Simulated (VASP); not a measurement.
# BeN (P6_3mc) in VASP: single point with r2SCAN

Aim: the single point of BeN with r2SCAN.

Everything below comes from runs of VASP 6.6.1. Logs are shortened: lines on timing, memory, paths and dates and some standing lists are left out, and cuts for length are marked.

## 1. The cell of the first run

The structure is hexagonal, space group P6_3mc (No. 186). The conventional cell has a = 2.755 Å, b = 2.755 Å, c = 4.474 Å, α = 90.00°, β = 90.00°, γ = 120.00°. Within 2.2 Å of Be (site symmetry 3m) lie 4 N at 1.68 to 1.69 Å. N (site symmetry 3m) has 4 Be at 1.68 to 1.69 Å within 2.2 Å.

## 2. Single point, r2SCAN

File POSCAR:

```
BeN
1.0
    1.3773940000      2.3857140000      0.0000000000
   -1.3773940000      2.3857140000      0.0000000000
    0.0000000000      0.0000000000      4.4737490000
Be N
2 2
Direct
    0.3333300000      0.3333400000      0.0000000000
    0.6666600000      0.6666700000      0.5000000000
    0.3333300000      0.3333400000      0.3773000000
    0.6666600000      0.6666700000      0.8773000000
```

File INCAR.step1:

```
SYSTEM = BeN
ALGO = Normal
EDIFF = 1E-5
ENCUT = 660
GGA = PE
GGA_COMPAT = .False.
ISMEAR = -1
LASPH = .True.
LCHARG = .False.
LREAL = .False.
LWAVE = .True.
NBANDS = 15
NELM = 120
PREC = Accurate
SIGMA = 0.1
```

File INCAR.step2:

```
SYSTEM = BeN
ALGO = Normal
EDIFF = 1E-6
ENCUT = 660
GGA_COMPAT = .False.
ISIF = 2
ISMEAR = -1
ISTART = 1
LASPH = .True.
LCHARG = .False.
LMIXTAU = .True.
LREAL = .False.
LWAVE = .False.
METAGGA = R2SCAN
NBANDS = 15
NELM = 120
PREC = Accurate
SIGMA = 0.1
```

File KPOINTS:

```
k-points
0
Gamma
  14 14 8
  0 0 0
```

Potentials or basis: VASP PAW PBE potentials, release 64 (Be, N).

Command:

```bash
$ cat potpaw_PBE.64/Be/POTCAR potpaw_PBE.64/N/POTCAR > POTCAR
$ cp INCAR.step1 INCAR
$ mpirun -np 1 vasp_std > vasp.out
$ cp INCAR.step2 INCAR
$ mpirun -np 1 vasp_std > vasp.out
```

OUTCAR:

```text
SYSTEM = BeN
   EDIFF = 1E-6
   ENCUT = 660
   ISIF = 2
   ISMEAR = -1
   ISTART = 1
   LASPH = .True.
   LREAL = .False.
   METAGGA = R2SCAN
   NELM = 120
   PREC = Accurate

 ion  position               nearest neighbor table
   1  0.333  0.333  0.000-   4 1.68   4 1.68   4 1.68   3 1.69
   2  0.667  0.667  0.500-   3 1.68   3 1.68   3 1.68   4 1.69
   3  0.333  0.333  0.377-   2 1.68   2 1.68   2 1.68   1 1.69
   4  0.667  0.667  0.877-   1 1.68   1 1.68   1 1.68   2 1.69

  LATTYP: Found a hexagonal cell.
 ALAT       =     2.7547859302
 C/A-ratio  =     1.6239915236

  Lattice vectors:

 A1 = (   1.3773940000,  -2.3857140000,   0.0000000000)
 A2 = (   1.3773940000,   2.3857140000,   0.0000000000)
 A3 = (   0.0000000000,   0.0000000000,   4.4737490000)

Analysis of symmetry for initial positions (statically):
=====================================================================
 Subroutine PRICEL returns:
 Original cell was already a primitive cell.

 Routine SETGRP: Setting up the symmetry group for a
 hexagonal supercell.

 Subroutine GETGRP returns: Found  4 space group operations
 (whereof  1 operations were pure point group operations)
 out of a pool of 24 trial point group operations.

The static configuration has the point symmetry C_1 .
 The point group associated with its full space group is C_2v.

Analysis of symmetry for dynamics (positions and initial velocities):
=====================================================================
 Subroutine PRICEL returns:
 Original cell was already a primitive cell.

 Routine SETGRP: Setting up the symmetry group for a
 hexagonal supercell.

 Subroutine GETGRP returns: Found  4 space group operations
 (whereof  1 operations were pure point group operations)
 out of a pool of 24 trial point group operations.

The dynamic configuration has the point symmetry C_1 .
 The point group associated with its full space group is C_2v.

 Subroutine INISYM returns: Found  4 space group operations
 (whereof  1 operations are pure point group operations),
 and found     1 'primitive' translations

----------------------------------------------------------------------------------------

                                     Primitive cell

  volume of cell :      29.4021

  direct lattice vectors                    reciprocal lattice vectors
     1.377394000  2.385714000  0.000000000     0.363004340  0.209580863  0.000000000
    -1.377394000  2.385714000  0.000000000    -0.363004340  0.209580863  0.000000000
     0.000000000  0.000000000  4.473749000     0.000000000  0.000000000  0.223526175

  length of vectors
     2.754785930  2.754785930  4.473749000     0.419161412  0.419161412  0.223526175

  position of ions in fractional coordinates (direct lattice)
     0.333330000  0.333340000  0.000000000
     0.666660000  0.666670000  0.500000000
     0.333330000  0.333340000  0.377300000
     0.666660000  0.666670000  0.877300000

  ion indices of the primitive-cell ions
   primitive index   ion index
                 1           1
                 2           2
                 3           3
                 4           4

----------------------------------------------------------------------------------------

 KPOINTS: k-points

Automatic generation of k-mesh.
 Grid dimensions read from file:
 generate k-points for:   14   14    8

 Generating k-lattice:

  Cartesian coordinates                     Fractional coordinates (reciprocal lattice)
     0.025928881  0.014970062  0.000000000     0.071428571  0.000000000  0.000000000
    -0.025928881  0.014970062  0.000000000     0.000000000  0.071428571  0.000000000
     0.000000000  0.000000000  0.027940772     0.000000000  0.000000000  0.125000000

  Length of vectors
     0.029940101  0.029940101  0.027940772

  Shift w.r.t. Gamma in fractional coordinates (k-lattice)
     0.000000000  0.000000000  0.000000000

 Subroutine IBZKPT returns following result:
 ===========================================

 Found    285 irreducible k-points:

 Following reciprocal coordinates:
            Coordinates               Weight
  0.000000  0.000000  0.000000      1.000000
  0.071429 -0.000000  0.000000      4.000000
  0.071429  0.071429  0.000000      2.000000
  0.142857  0.000000  0.000000      4.000000
  0.142857  0.142857  0.000000      2.000000
  0.214286 -0.000000  0.000000      4.000000
[... 16 lines left out ...]
 -0.071429  0.214286  0.000000      4.000000
  0.357143  0.071429  0.000000      4.000000
 [... further k-points ...]
   k-points           NKPTS =    285   k-points in BZ     NKDIM =    285   number of bands    NBANDS=     15
   number of dos      NEDOS =    301   number of ions     NIONS =      4
   total plane-waves  NPLWV =  23040
   dimension x,y,z NGX =    24 NGY =   24 NGZ =   40
   dimension x,y,z NGXF=    48 NGYF=   48 NGZF=   80
   ions per type =               2   2
   NGX,Y,Z   is equivalent  to a cutoff of  14.48, 14.48, 14.86 a.u.
   NGXF,Y,Z  is equivalent  to a cutoff of  28.97, 28.97, 29.73 a.u.
 SYSTEM =  BeN
   PREC   = accura    normal or accurate (medium, high low for compatibility)
   ISTART =      1    job   : 0-new  1-cont  2-samecut
   ICHARG =      0    charge: 1-file 2-atom 10-const
   ISPIN  =      1    spin polarized calculation?
   LNONCOLLINEAR =      F non collinear calculations
   LSORBIT =      F    spin-orbit coupling
   LASPH  =      T    aspherical Exc in radial PAW
   ENCUT  =  660.0 eV  48.51 Ry    6.96 a.u.   5.77  5.77  9.37*2*pi/ulx,y,z
   NELM   =    120;   NELMIN=  2; NELMDL=  0     # of ELM steps
   EDIFF  = 0.1E-05   stopping-criterion for ELM
   LREAL  =      F    real-space projection
   EDIFFG = 0.1E-04   stopping-criterion for IOM
   NSW    =      0    number of steps for IOM
   IBRION =     -1    ionic relax: 0-MD 1-quasi-New 2-CG
   NFREE  =      0    steps in history (QN), initial steepest desc. (CG)
   ISIF   =      2    stress and relaxation
   ISYM   =      2    0-nonsym 1-usesym 2-fastsym
   POTIM  = 0.5000    time-step for ionic-motion
   TEBEG  =    0.0;   TEEND  =   0.0 temperature during run
   PSTRESS=    0.0 pullay stress
   NELECT =      14.0000    total number of electrons
   NUPDOWN=      -1.0000    fix difference up-down
   EMIN   =  10.00;   EMAX   =-10.00  energy-range for DOS
   EFERMI =   0.00;   METHOD = LEGACY
   ISMEAR =    -1;   SIGMA  =   0.10  broadening in eV -4-tet -1-fermi 0-gaus
   EFERMI_NEDOS =   21; number of points for ismear=-14 and -15
   IALGO  =     38    algorithm
   IMIX   =      4    mixing-type and parameters
     AMIX     =   0.40;   BMIX     =  1.00
     AMIX_MAG =   1.60;   BMIX_MAG =  1.00
  volume/ion in A,a.u.               =       7.35        49.60
  Fermi-wavevector in a.u.,A,eV,Ry     =   1.278375  2.415778 22.235206  1.634242
  Thomas-Fermi vector in A             =   2.410921
   LORBIT       =      0    0 simple, 1 ext, 2 COOP (PROOUT), +10 PAW based schemes
   METAGGA = R2SCAN    functional components
   LHFCALC =     F    Hartree Fock is set to
   AEXX    =    0.0000 exact exchange contribution
   IVDW    =     0    specifies the selected vdW correction
   LEPSILON=     F    determine dielectric tensor
   LRPA    =     F    only Hartree local field effects (RPA)
 non-spin polarized calculation
  energy-cutoff  :      660.00
  volume of cell :       29.40
 maximum number of plane-waves:      1146
   NGX = 11   NGY = 11   NGZ = 19

 number of electron      14.0000001 magnetization

 Free energy of the ion-electron system (eV)
  ---------------------------------------------------
  ext. energy  EPLUGINS =         0.00000000
  ---------------------------------------------------
  free energy    TOTEN  =       -27.43316710 eV

  energy without entropy =      -27.33689311  energy(sigma->0) =      -27.38503010

 E-fermi :   3.5883     XC(G=0): -11.7607

 val. band max:        3.5860881549   @ k =   0.2143   0.3571   0.1250
 cond. band min:       3.5918044592   @ k =   0.3571   0.3571   0.2500
 fundamental gap:      0.0057163043
 Fermi energy:         3.5883466642

 k-point     1 :       0.0000    0.0000    0.0000
  band No.  band energies     occupation
      1     -12.8309      2.00000
      2     -10.1771      2.00000
      3      -2.4342      2.00000
      4       3.7861      0.24311
      5       3.7863      0.24277
      6       5.0781      0.00000
      7       5.0781      0.00000
      8       5.1154      0.00000
      9      14.6502      0.00000
     10      16.8154      0.00000
     11      17.5693      0.00000
     12      17.5693      0.00000
     13      18.5523      0.00000
     14      20.1545      0.00000
     15      20.1548      0.00000

 k-point     2 :       0.0714   -0.0000    0.0000
  band No.  band energies     occupation
      1     -12.7516      2.00000
      2     -10.1272      2.00000
      3      -2.3513      2.00000
      4       3.4652      1.54832
      5       3.6453      0.72249
      6       4.7788      0.00001
      7       5.0274      0.00000
      8       5.0542      0.00000
      9      14.7305      0.00000
     10      17.0309      0.00000
     11      17.7129      0.00000
     12      17.7540      0.00000
     13      18.6851      0.00000
     14      19.7210      0.00000
     15      20.3861      0.00000
[... 365 lines left out ...]
      3      -1.4321      2.00000
      4       0.9554      2.00000
      5       1.9540      2.00000
      6       2.8869      1.99820
      7       4.2833      0.00192
      8       4.3110      0.00145
      9      14.9904      0.00000
     10      16.6201      0.00000
     11      17.8322      0.00000
     12      18.9297      0.00000
     13      19.8151      0.00000
     14      20.3694      0.00000
     15      21.0431      0.00000

 k-point    24 :       0.3571    0.0714    0.0000
  band No.  band energies     occupation
      1     -11.3249      2.00000
      2      -9.4700      2.00000
      3      -1.0477      2.00000
      4       0.0998      2.00000
      5       1.2227      2.00000
      6       2.2370      2.00000
      7       3.7573      0.31158
      8       4.0339      0.02295
      9      14.7529      0.00000
     10      15.6573      0.00000
     11      17.9853      0.00000
     12      19.2204      0.00000
     13      20.1557      0.00000
     14      20.9465      0.00000
     15      21.7233      0.00000

 [... further k-points ...]

------------------------ aborting loop because EDIFF is reached ----------------------------------------

  FORCE on cell =-STRESS in cart. coord.  units (eV):
  Direction    XX          YY          ZZ          XY          YZ          ZX
  --------------------------------------------------------------------------------------
  -------------------------------------------------------------------------------------
  Total        1.9281688      1.9288342      1.6140628      0.0000000      0.0000000      0.0000000
  in kB      105.0696936    105.1059504     87.9534431      0.0000000      0.0000000      0.0000000
  external PRESSURE =      99.3763623 kB  Pullay stress =       0.0000000 kB

 VOLUME and BASIS-vectors are now :
 -----------------------------------------------------------------------------
  energy-cutoff  :      660.00
  volume of cell :       29.40
      direct lattice vectors                 reciprocal lattice vectors
     1.377394000  2.385714000  0.000000000     0.363004340  0.209580863  0.000000000
    -1.377394000  2.385714000  0.000000000    -0.363004340  0.209580863  0.000000000
     0.000000000  0.000000000  4.473749000     0.000000000  0.000000000  0.223526175

 POSITION                                       TOTAL-FORCE (eV/Angst)
 -----------------------------------------------------------------------------------
     -0.00001      1.59048      0.00000         0.000000     -0.000081      0.083273
     -0.00001      3.18094      2.23687         0.000000      0.000081      0.083273
     -0.00001      1.59048      1.68795         0.000000     -0.000107     -0.083273
     -0.00001      3.18094      3.92482         0.000000      0.000107     -0.083273
 -----------------------------------------------------------------------------------
    total drift:                               -0.000000      0.000000     -0.000642

  FREE ENERGIE OF THE ION-ELECTRON SYSTEM (eV)
  ---------------------------------------------------
  free  energy   TOTEN  =       -27.4331670984 eV

  energy  without entropy=      -27.3368931113  energy(sigma->0) =      -27.38503010
```

Wall time 5.1 min (1 thread of Intel Xeon Platinum 8259CL at 2.50GHz (Skylake/Cascade Lake), shared host); peak memory 0.27 GiB.

What came out:

| Property | Result |
| --- | --- |
| Free energy | -27.4332 eV |
| Pressure | 9.9 GPa |
| Largest force | 0.083 eV/Å |
| Band gap on the k mesh | zero (bands 7 and 8 overlap by 2.88 eV) |

Forces on the atoms (eV/Å):
```
Be   0.000  0.000  0.083
Be   0.000  0.000  0.083
N    0.000  0.000 -0.083
N    0.000  0.000 -0.083
```

Levels at points of the mesh, in eV from the Fermi level:
```tsv
k point	band 3	band 4	band 5	band 6	band 7	band 8	band 9	band 10	band 11	band 12
(0.00, 0.00, 0.00)	-6.02	0.20	0.20	1.49	1.49	1.53	11.06	13.23	13.98	13.98
(0.50, 0.00, 0.00)	-5.31	-3.56	-2.79	-1.85	-1.09	0.31	10.57	10.81	14.83	15.13
(0.50, 0.50, 0.00)	-5.31	-3.56	-2.79	-1.85	-1.09	0.31	10.57	10.81	14.83	15.13
(0.00, 0.00, 0.50)	-2.39	-2.39	0.81	0.81	0.81	0.81	12.55	12.55	14.85	14.85
(0.50, 0.00, 0.50)	-5.25	-5.25	-0.89	-0.89	-0.66	-0.66	9.92	9.92	14.87	14.87
(0.50, 0.50, 0.50)	-5.25	-5.25	-0.89	-0.89	-0.66	-0.66	9.92	9.92	14.87	14.87
```

Caveat: the cell stands under pressure; the PAW data sets were made with another functional, which shifts forces and pressure a little.
